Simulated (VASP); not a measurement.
Wanted: the native input for a VASP 6.6.1 run.

| Quantity | Value |
| --- | --- |
| Task | single point |
| Functional | PBE |
| Potentials or basis | VASP PAW PBE potentials, release 64 (B, As) |
| Cutoff | 520 eV |
| k mesh | 15 × 15 × 15 |
| Occupations | fermi-dirac, width 0.03 eV |
| Spin | no spin polarisation |
| Dipole correction | no |
| Further INCAR settings | ALGO = Normal; EDIFF = 1e-06; NBANDS = 11 |

The structure of BAs lies in POSCAR:

```
BAs
1.0
    0.0000000000      2.3646150000      2.3885000000
    2.3646150000      0.0000000000      2.3885000000
    2.3646150000      2.3646150000      0.0000000000
B As
1 1
Direct
    0.0000000000      0.0000000000      0.0000000000
    0.7500000000      0.7500000000      0.7500000000
```

This cell differs from its parent crystal: equal xx and yy strain of -1 %.

The input as run:

INCAR

```
SYSTEM = BAs
  PREC = Accurate
  ENCUT = 520
  EDIFF = 1E-6
  ISMEAR = -1
  SIGMA = 0.03
  LREAL = .False.
  LASPH = .True.
  NELM = 100
  ALGO = Normal
  ISIF = 2
  LWAVE = .False.
  LCHARG = .False.
  GGA = PE
  NBANDS = 11
```

KPOINTS

```
regular mesh
0
Gamma
  15 15 15
  0 0 0
```

Potentials or basis: VASP PAW PBE potentials, release 64 (B, As).

Run with:

```sh
$ cat potpaw_PBE.64/B/POTCAR potpaw_PBE.64/As/POTCAR > POTCAR
$ mpirun -np 1 vasp_std > vasp.out
```

Results of the run:

- Pressure: 6.5 GPa
- Band gap on the k mesh: 1.08 eV, indirect (least direct gap 3.25 eV)

Caveat: the cell differs from its parent crystal (equal xx and yy strain of -1 %).

Run time: 80 s on 1 thread of Intel(R) Xeon(R) 6975P-C (Granite Rapids), with other jobs on the host, peak memory 0.22 GiB.
